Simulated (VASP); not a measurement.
Ti2C:

```
CELL_PARAMETERS angstrom
3.69890 0.00000 0.00000
0.00000 3.69890 0.00000
0.00000 0.00000 5.64378
ATOMIC_POSITIONS crystal
Ti 0.00000 0.00000 0.00000
Ti 0.50000 0.50000 0.00000
Ti 0.00000 0.50000 0.27000
Ti 0.50000 0.00000 0.73000
C 0.00000 0.50000 0.70000
C 0.50000 0.00000 0.30000
```

| Item | Value |
| --- | --- |
| Program | VASP 6.6.1 |
| Task | relaxation of cell and atoms |
| Functional | PBE |
| Potentials or basis | VASP PAW PBE potentials, release 64 (Ti_sv, C) |
| Cutoff | 600 eV |
| k mesh | 6 × 6 × 4 |
| Occupations | gaussian, width 0.1 eV |
| Spin | no spin polarisation |

At the start: pressure 6.8 GPa; volume 12.87 Å³/atom.

Q: How do energy, volume and symmetry change on relaxing?

A: Over 12 steps the energy falls by 1319.0 meV/atom and the volume is 11.62 Å³/atom (-9.7 %); space group P4/nmm (No. 129, to 0.05 Å).

The path:
```csv
step,energy change (eV),largest force (eV/Å),pressure (GPa),volume (Å³)
1,0.0000,9.0618,6.82,77.22
2,-5.9557,1.9674,-18.69,83.35
3,-6.1189,1.0049,-20.61,84.22
4,-7.1885,3.6486,18.41,65.06
5,-7.5966,1.7482,0.50,70.71
6,-7.8856,0.3113,2.70,68.67
7,-7.8966,0.4454,1.98,69.01
8,-7.9098,0.0685,-1.74,70.37
9,-7.9111,0.1490,-0.90,70.05
10,-7.9137,0.0491,0.17,69.67
11,-7.9138,0.0554,0.04,69.72
12,-7.9141,0.0291,0.00,69.71
```

Final structure:
```
Ti C
1.0
     3.31744    0.00000    0.00000
     0.00000    3.31744    0.00000
     0.00000    0.00000    6.33407
Ti C
4 2
Direct
  0.00000 0.00000 0.00000
  0.50000 0.50000 0.00000
  0.00000 0.50000 0.36728
  0.50000 0.00000 0.63272
  0.00000 0.50000 0.73128
  0.50000 0.00000 0.26872
```
